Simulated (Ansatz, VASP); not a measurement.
## Mo: VASP beside Ansatz

Contents of INCAR:

```
PREC = Accurate
ENCUT = 500
EDIFF = 1E-7
ISMEAR = 0
SIGMA = 0.1
LREAL = F
LASPH = T
NELM = 120
ALGO = Normal
ISIF = 3
LWAVE = F
LCHARG = F
GGA = PE
IVDW = 13
IBRION = 2
NSW = 100
EDIFFG = -0.002
GGA_COMPAT = F
NELMIN = 4
```

Contents of KPOINTS:

```
Automatic mesh
0
Gamma
  18 18 18
```

File POSCAR:

```
Mo
1.0
   -1.5650000000      1.5650000000      1.5650000000
    1.5650000000     -1.5650000000      1.5650000000
    1.5650000000      1.5650000000     -1.5650000000
Mo
1
Direct
    0.0000000000      0.0000000000      0.0000000000
```

Input for Ansatz:

```yaml
crystal:
  lattice:
    - [-1.565, 1.565, 1.565]
    - [1.565, -1.565, 1.565]
    - [1.565, 1.565, -1.565]
  atoms:
    - { symbol: Mo, position: [0.0, 0.0, 0.0] }
basis:
  ecutwfc: 420
kpoints:
  mp_grid: { grid: [18, 18, 18] }
hamiltonian:
  xc: pbe
  dispersion: d4
  pseudopotentials: { kind: paw, azcp: { folder: soft_1 } }
scf:
  occupations: { method: gaussian, width: 0.1 }
output:
  forces: true
  stress: true
  eigenvalues: true
  write_density: true
  write_potential: true
  elf: true
  volumetric_format: npy
relax:
  adjacent_minimum: "off"
  f_tol: 0.002
  max_steps: 80
  cell: { stress_tol: 0.02 }
```

Alike in both runs: task relaxation of cell and atoms; functional PBE; dispersion D4; k mesh 18 × 18 × 18; occupations gaussian, width 0.1 eV; no spin polarisation.

```csv
,VASP,Ansatz
version,VASP 6.6.1,Ansatz 0.2.0
potentials or method,"VASP PAW PBE potentials, release 64 (Mo_sv), cutoff 500 eV","scalar-relativistic, plane waves, PAW"
valence electrons in the cell,14,14
```

VASP gave:

```
gap on the k mesh at the Fermi level, each at its own relaxed structure (eV) : none
relaxed volume (Å³/atom)                                                     : 15.47
relaxed cell length with the largest relative difference (Å)                 : 2.719
```

Estimate Ansatz's values.

gap on the k mesh at the Fermi level, each at its own relaxed structure (eV): none; relaxed volume (Å³/atom): 15.44; relaxed cell length with the largest relative difference (Å): 2.717.

A gap of «none» marks a metal or a gap that the smearing closes.
